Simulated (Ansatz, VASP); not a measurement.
## Two plane-wave programs on Ag

```
CELL_PARAMETERS angstrom
0.00000 1.78481 2.67722
1.78481 0.00000 2.67722
1.78481 1.78481 0.00000
ATOMIC_POSITIONS crystal
Ag 0.00000 0.00000 0.00000
```

Alike in both runs: task single point; functional PBE; k mesh 22 × 22 × 22; occupations gaussian, width 0.15 eV; no spin polarisation.

```csv
,VASP,Ansatz
version,VASP 6.6.1,Ansatz 0.2.0
potentials or method,"VASP PAW PBE potentials, release 64 (Ag), cutoff 520 eV","scalar-relativistic, plane waves, PAW"
valence electrons in the cell,11,19
```

Ansatz gave:

| Property | Result |
| --- | --- |
| gap on the k mesh at the Fermi level (eV) | none |
| pressure (GPa) | 19.3 |
| traceless stress, the component that is largest in VASP (GPa) | -28.65 |

Question: What did VASP give for the same quantities?

Answer: gap on the k mesh at the Fermi level (eV): none; pressure (GPa): 19.0; traceless stress, the component that is largest in VASP (GPa): -28.37.

A gap of «none» marks a metal or a gap that the smearing closes. VASP's potentials hold 11 valence electrons a cell and Ansatz's 19, so a difference there can come from the potentials and not from the codes.
